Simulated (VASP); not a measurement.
# InP (F-43m) in VASP: a series of runs

Runs on InP. Level: PBE. Tasks: relaxation of cell and atoms, single point.

Everything below comes from runs of VASP 6.6.1. Logs are shortened: lines on timing, memory, paths and dates and some standing lists are left out, and cuts for length are marked.

**1. The cell of the first run**

The structure is cubic, space group F-43m (No. 216). Conventional cell: a = 5.959 Å, b = 5.959 Å, c = 5.959 Å, α = 90.00°, β = 90.00°, γ = 90.00°. Within 3.4 Å of In (site symmetry -43m) lie 4 P at 2.58 Å. P (site symmetry -43m) has 4 In at 2.58 Å within 3.4 Å.

**2. Relaxation of cell and atoms, PBE, target pressure 20 GPa, at which the enthalpy is minimised**

Contents of INCAR:

```
SYSTEM = InP
  ALGO = Normal
  EDIFF = 1E-7
  EDIFFG = -0.001
  ENCUT = 600
  GGA = PE
  IBRION = 2
  ISIF = 3
  ISMEAR = 0
  LASPH = .TRUE.
  LCHARG = .FALSE.
  LREAL = .FALSE.
  LWAVE = .FALSE.
  NELM = 100
  NSW = 80
  PREC = Accurate
  PSTRESS = 200.0
  SIGMA = 0.01
```

Contents of KPOINTS:

```
k-points
0
G
  10 10 10
  0 0 0
```

Contents of POSCAR:

```
InP
1.0
    0.0000000000      2.9796445516      2.9796445516
    2.9796445516      0.0000000000      2.9796445516
    2.9796445516      2.9796445516      0.0000000000
In P
1 1
Direct
    0.0000000000      0.0000000000      0.0000000000
    0.7500000000      0.7500000000      0.7500000000
```

Potentials or basis: VASP PAW PBE potentials, release 64 (In_d, P).

On the command line:

```bash
cat potpaw_PBE.64/In_d/POTCAR potpaw_PBE.64/P/POTCAR > POTCAR
mpirun -np 1 vasp_std > vasp.out
```

OUTCAR:

```text
SYSTEM = InP
   EDIFF = 1E-7
   EDIFFG = -0.001
   ENCUT = 600
   GGA = PE
   IBRION = 2
   ISIF = 3
   ISMEAR = 0
   LASPH = .TRUE.
   LREAL = .FALSE.
   NELM = 100
   NSW = 80
   PREC = Accurate
   PSTRESS = 200.0

 ion  position               nearest neighbor table
   1  0.000  0.000  0.000-   2 2.58   2 2.58   2 2.58   2 2.58
   2  0.750  0.750  0.750-   1 2.58   1 2.58   1 2.58   1 2.58

  LATTYP: Found a face centered cubic cell.
 ALAT       =     5.9592891032

  Lattice vectors:

 A1 = (   0.0000000000,   2.9796445516,   2.9796445516)
 A2 = (   2.9796445516,   0.0000000000,   2.9796445516)
 A3 = (   2.9796445516,   2.9796445516,   0.0000000000)

Analysis of symmetry for initial positions (statically):
=====================================================================
 Subroutine PRICEL returns:
 Original cell was already a primitive cell.

 Routine SETGRP: Setting up the symmetry group for a
 face centered cubic supercell.

 Subroutine GETGRP returns: Found 24 space group operations
 (whereof 24 operations were pure point group operations)
 out of a pool of 48 trial point group operations.

The static configuration has the point symmetry T_d .

Analysis of symmetry for dynamics (positions and initial velocities):
=====================================================================
 Subroutine PRICEL returns:
 Original cell was already a primitive cell.

 Routine SETGRP: Setting up the symmetry group for a
 face centered cubic supercell.

 Subroutine GETGRP returns: Found 24 space group operations
 (whereof 24 operations were pure point group operations)
 out of a pool of 48 trial point group operations.

The dynamic configuration has the point symmetry T_d .

 Subroutine INISYM returns: Found 24 space group operations
 (whereof 24 operations are pure point group operations),
 and found     1 'primitive' translations

----------------------------------------------------------------------------------------

                                     Primitive cell

  volume of cell :      52.9082

  direct lattice vectors                    reciprocal lattice vectors
     0.000000000  2.979644552  2.979644552    -0.167805250  0.167805250  0.167805250
     2.979644552  0.000000000  2.979644552     0.167805250 -0.167805250  0.167805250
     2.979644552  2.979644552  0.000000000     0.167805250  0.167805250 -0.167805250

  length of vectors
     4.213853736  4.213853736  4.213853736     0.290647219  0.290647219  0.290647219

  position of ions in fractional coordinates (direct lattice)
     0.000000000  0.000000000  0.000000000
     0.750000000  0.750000000  0.750000000

  ion indices of the primitive-cell ions
   primitive index   ion index
                 1           1
                 2           2

----------------------------------------------------------------------------------------

 KPOINTS: k-points

Automatic generation of k-mesh.
 Grid dimensions read from file:
 generate k-points for:   10   10   10

 Generating k-lattice:

  Cartesian coordinates                     Fractional coordinates (reciprocal lattice)
    -0.016780525  0.016780525  0.016780525     0.100000000  0.000000000  0.000000000
     0.016780525 -0.016780525  0.016780525     0.000000000  0.100000000  0.000000000
     0.016780525  0.016780525 -0.016780525     0.000000000  0.000000000  0.100000000

  Length of vectors
     0.029064722  0.029064722  0.029064722

  Shift w.r.t. Gamma in fractional coordinates (k-lattice)
     0.000000000  0.000000000  0.000000000

 Subroutine IBZKPT returns following result:
 ===========================================

 Found     47 irreducible k-points:

 Following reciprocal coordinates:
            Coordinates               Weight
  0.000000  0.000000  0.000000      1.000000
  0.100000  0.000000  0.000000      8.000000
  0.200000  0.000000  0.000000      8.000000
  0.300000  0.000000  0.000000      8.000000
  0.400000  0.000000  0.000000      8.000000
  0.500000  0.000000  0.000000      4.000000
[... 16 lines left out ...]
  0.300000  0.300000  0.000000      6.000000
  0.400000  0.300000  0.000000     24.000000
 [... further k-points ...]
   k-points           NKPTS =     47   k-points in BZ     NKDIM =     47   number of bands    NBANDS=     13
   number of dos      NEDOS =    301   number of ions     NIONS =      2
   total plane-waves  NPLWV =  46656
   dimension x,y,z NGX =    36 NGY =   36 NGZ =   36
   dimension x,y,z NGXF=    72 NGYF=   72 NGZF=   72
   ions per type =               1   1
   NGX,Y,Z   is equivalent  to a cutoff of  14.20, 14.20, 14.20 a.u.
   NGXF,Y,Z  is equivalent  to a cutoff of  28.41, 28.41, 28.41 a.u.
 SYSTEM =  InP
   PREC   = accura    normal or accurate (medium, high low for compatibility)
   ISTART =      0    job   : 0-new  1-cont  2-samecut
   ICHARG =      2    charge: 1-file 2-atom 10-const
   ISPIN  =      1    spin polarized calculation?
   LNONCOLLINEAR =      F non collinear calculations
   LSORBIT =      F    spin-orbit coupling
   LASPH  =      T    aspherical Exc in radial PAW
   ENCUT  =  600.0 eV  44.10 Ry    6.64 a.u.   8.42  8.42  8.42*2*pi/ulx,y,z
   NELM   =    100;   NELMIN=  2; NELMDL= -5     # of ELM steps
   EDIFF  = 0.1E-06   stopping-criterion for ELM
   LREAL  =      F    real-space projection
   EDIFFG = -.1E-02   stopping-criterion for IOM
   NSW    =     80    number of steps for IOM
   IBRION =      2    ionic relax: 0-MD 1-quasi-New 2-CG
   NFREE  =      1    steps in history (QN), initial steepest desc. (CG)
   ISIF   =      3    stress and relaxation
   ISYM   =      2    0-nonsym 1-usesym 2-fastsym
   POTIM  = 0.5000    time-step for ionic-motion
   TEBEG  =    0.0;   TEEND  =   0.0 temperature during run
   PSTRESS=  200.0 pullay stress
   NELECT =      18.0000    total number of electrons
   NUPDOWN=      -1.0000    fix difference up-down
   EMIN   =  10.00;   EMAX   =-10.00  energy-range for DOS
   EFERMI =   0.00;   METHOD = LEGACY
   ISMEAR =     0;   SIGMA  =   0.01  broadening in eV -4-tet -1-fermi 0-gaus
   EFERMI_NEDOS =   21; number of points for ismear=-14 and -15
   IALGO  =     38    algorithm
   IMIX   =      4    mixing-type and parameters
     AMIX     =   0.40;   BMIX     =  1.00
     AMIX_MAG =   1.60;   BMIX_MAG =  1.00
  volume/ion in A,a.u.               =      26.45       178.52
  Fermi-wavevector in a.u.,A,eV,Ry     =   1.142855  2.159683 17.770814  1.306118
  Thomas-Fermi vector in A             =   2.279552
   LORBIT       =      0    0 simple, 1 ext, 2 COOP (PROOUT), +10 PAW based schemes
   GGA     = PE    functional components
   LHFCALC =     F    Hartree Fock is set to
   AEXX    =    0.0000 exact exchange contribution
   IVDW    =     0    specifies the selected vdW correction
   LEPSILON=     F    determine dielectric tensor
   LRPA    =     F    only Hartree local field effects (RPA)
 conjugate gradient relaxation of ions
 non-spin polarized calculation
 Gauss-broadening in eV      SIGMA  =   0.01
  energy-cutoff  :      600.00
  volume of cell :       52.91
 maximum number of plane-waves:      1807
 NGX is ok and might be reduce to    36
   NGX = 17   NGY = 17   NGZ = 17

--------------------------------------- Ionic step        1  -------------------------------------------

 number of electron      17.9999999 magnetization

 Free energy of the ion-electron system (eV)
  ---------------------------------------------------
  ext. energy  EPLUGINS =         0.00000000
  ---------------------------------------------------
  free energy    TOTEN  =        -8.40809805 eV

  energy without entropy =       -8.40809805  energy(sigma->0) =       -8.40809805

------------------------ aborting loop because EDIFF is reached ----------------------------------------

  FORCE on cell =-STRESS in cart. coord.  units (eV):
  Direction    XX          YY          ZZ          XY          YZ          ZX
  --------------------------------------------------------------------------------------
  -------------------------------------------------------------------------------------
  Total       -0.0034414     -0.0034414     -0.0034414      0.0000000      0.0000000     -0.0000000
  in kB       -0.1042135     -0.1042135     -0.1042135      0.0000000      0.0000000     -0.0000000
  external PRESSURE =    -200.1042135 kB  Pullay stress =     200.0000000 kB

 VOLUME and BASIS-vectors are now :
 -----------------------------------------------------------------------------
  energy-cutoff  :      600.00
  volume of cell :       52.91
      direct lattice vectors                 reciprocal lattice vectors
     0.000000000  2.979644552  2.979644552    -0.167805250  0.167805250  0.167805250
     2.979644552  0.000000000  2.979644552     0.167805250 -0.167805250  0.167805250
     2.979644552  2.979644552  0.000000000     0.167805250  0.167805250 -0.167805250

 POSITION                                       TOTAL-FORCE (eV/Angst)
 -----------------------------------------------------------------------------------
      0.00000      0.00000      0.00000        -0.000000     -0.000000     -0.000000
      4.46947      4.46947      4.46947         0.000000      0.000000      0.000000
 -----------------------------------------------------------------------------------
    total drift:                                0.000000      0.000000     -0.000000

  FREE ENERGIE OF THE ION-ELECTRON SYSTEM (eV)
  ---------------------------------------------------
  free  energy   TOTEN  =        -8.4080980527 eV
[... 881 lines left out ...]
 VOLUME and BASIS-vectors are now :
 -----------------------------------------------------------------------------
  energy-cutoff  :      600.00
  volume of cell :       43.16
      direct lattice vectors                 reciprocal lattice vectors
     0.000000000  2.784050023  2.784050023    -0.179594474  0.179594474  0.179594474
     2.784050023  0.000000000  2.784050023     0.179594474 -0.179594474  0.179594474
     2.784050023  2.784050023  0.000000000     0.179594474  0.179594474 -0.179594474

 POSITION                                       TOTAL-FORCE (eV/Angst)
 -----------------------------------------------------------------------------------
      5.56810      5.56810      5.56810         0.000000      0.000000      0.000000
      4.17608      4.17608      4.17608        -0.000000     -0.000000     -0.000000
 -----------------------------------------------------------------------------------
    total drift:                                0.000000      0.000000      0.000000

  FREE ENERGIE OF THE ION-ELECTRON SYSTEM (eV)
  ---------------------------------------------------
  free  energy   TOTEN  =        -7.9218277872 eV

  energy  without entropy=       -7.9218277872  energy(sigma->0) =       -7.92182779

  enthalpy is  TOTEN    =        -2.5344117869 eV   P V=        5.3874160003

--------------------------------------- Ionic step        5  -------------------------------------------

 number of electron      18.0000003 magnetization

 Free energy of the ion-electron system (eV)
  ---------------------------------------------------
  ext. energy  EPLUGINS =         0.00000000
  ---------------------------------------------------
  free energy    TOTEN  =        -7.89484766 eV

  energy without entropy =       -7.89484766  energy(sigma->0) =       -7.89484766

 E-fermi :   7.2125     XC(G=0): -10.0080

 val. band max:        7.1067120117   @ k =   0.0000   0.0000   0.0000
 cond. band min:       8.5518464969   @ k =   0.5000   0.5000   0.0000
 fundamental gap:      1.4451344852
 Fermi energy:         7.2125027903

 k-point     1 :       0.0000    0.0000    0.0000
  band No.  band energies     occupation
      1      -7.5230      2.00000
      2      -7.5230      2.00000
      3      -7.5230      2.00000
      4      -7.2724      2.00000
      5      -7.2724      2.00000
      6      -5.6339      2.00000
      7       7.1067      2.00000
      8       7.1067      2.00000
      9       7.1067      2.00000
     10       8.6603      0.00000
     11      11.1347      0.00000
     12      11.1347      0.00000
     13      11.1347      0.00000

 k-point     2 :       0.1000    0.0000    0.0000
  band No.  band energies     occupation
      1      -7.5490      2.00000
      2      -7.5147      2.00000
      3      -7.5147      2.00000
      4      -7.2726      2.00000
      5      -7.2726      2.00000
      6      -5.4841      2.00000
      7       5.9641      2.00000
      8       6.9421      2.00000
      9       6.9421      2.00000
     10       9.2730      0.00000
     11      11.3122      0.00000
     12      11.3658      0.00000
     13      11.3658      0.00000
[... 365 lines left out ...]
 VOLUME and BASIS-vectors are now :
 -----------------------------------------------------------------------------
  energy-cutoff  :      600.00
  volume of cell :       42.94
      direct lattice vectors                 reciprocal lattice vectors
     0.000000000  2.779309912  2.779309912    -0.179900772  0.179900772  0.179900772
     2.779309912  0.000000000  2.779309912     0.179900772 -0.179900772  0.179900772
     2.779309912  2.779309912  0.000000000     0.179900772  0.179900772 -0.179900772

 POSITION                                       TOTAL-FORCE (eV/Angst)
 -----------------------------------------------------------------------------------
      0.00000      0.00000      0.00000         0.000000      0.000000      0.000000
      4.16896      4.16896      4.16896        -0.000000     -0.000000     -0.000000
 -----------------------------------------------------------------------------------
    total drift:                                0.000000      0.000000      0.000000

  FREE ENERGIE OF THE ION-ELECTRON SYSTEM (eV)
  ---------------------------------------------------
  free  energy   TOTEN  =        -7.8948476637 eV

  energy  without entropy=       -7.8948476637  energy(sigma->0) =       -7.89484766

  enthalpy is  TOTEN    =        -2.5349026075 eV   P V=        5.3599450562

 reached required accuracy - stopping structural energy minimisation
```

Run time: 2.5 min. Hardware: 1 thread of Intel Xeon Platinum 8259CL at 2.50GHz (Skylake/Cascade Lake), shared host; peak memory 0.23 GiB.

What came out:

```
Free energy                                            : -7.8948 eV
Relaxed volume                                         : 21.47 Å³/atom
Relaxed cell                                           : a = 3.931 Å, b = 3.931 Å, c = 3.931 Å, α = 60.00°, β = 60.00°, γ = 60.00°
Space group after relaxing (to 0.05 Å)                 : F-43m (No. 216)
Energy change on relaxing (the enthalpy is what falls) : +256.6 meV/atom
Ionic steps                                            : 5
Pressure after relaxing                                : 20.0 GPa
Band gap on the k mesh                                 : 1.45 eV, indirect (least direct gap 1.55 eV)
```

The path:
```
step  energy change (eV)  largest force (eV/Å)  pressure (GPa)  volume (Å³)
   1              0.0000                0.0000           -0.01        52.91
   2              4.1480                0.0000           98.49        31.43
   3              0.4207                0.0000           17.53        43.73
   4              0.4863                0.0000           19.29        43.16
   5              0.5133                0.0000           20.01        42.94
```

Final structure:
```yaml
crystal:
  lattice:
    - [0.00000, 2.77931, 2.77931]
    - [2.77931, 0.00000, 2.77931]
    - [2.77931, 2.77931, 0.00000]
  atoms:
    - { symbol: In, position: [0.00000, 0.00000, 0.00000] }
    - { symbol: P, position: [0.75000, 0.75000, 0.75000] }
```

Levels at points of the mesh, in eV from the valence-band top:
```tsv
k point	band 7	band 8	band 9	band 10	band 11	band 12
(0.00, 0.00, 0.00)	0.00	0.00	0.00	1.55	4.03	4.03
(0.50, 0.00, 0.00)	-6.69	-1.24	-1.24	1.87	4.77	4.77
(0.50, 0.50, 0.00)	-6.52	-2.92	-2.92	1.45	2.17	10.28
```

Caveat: the cell is relaxed towards a set pressure, so the enthalpy falls and the energy may rise; the volume moved by over 15 % at a fixed basis, so the end points are rough; spin-orbit coupling is left out, which moves the levels of the heavy elements. As with any semilocal functional, this PBE gap is likely too small.

(Continued in part 2 of 2.)
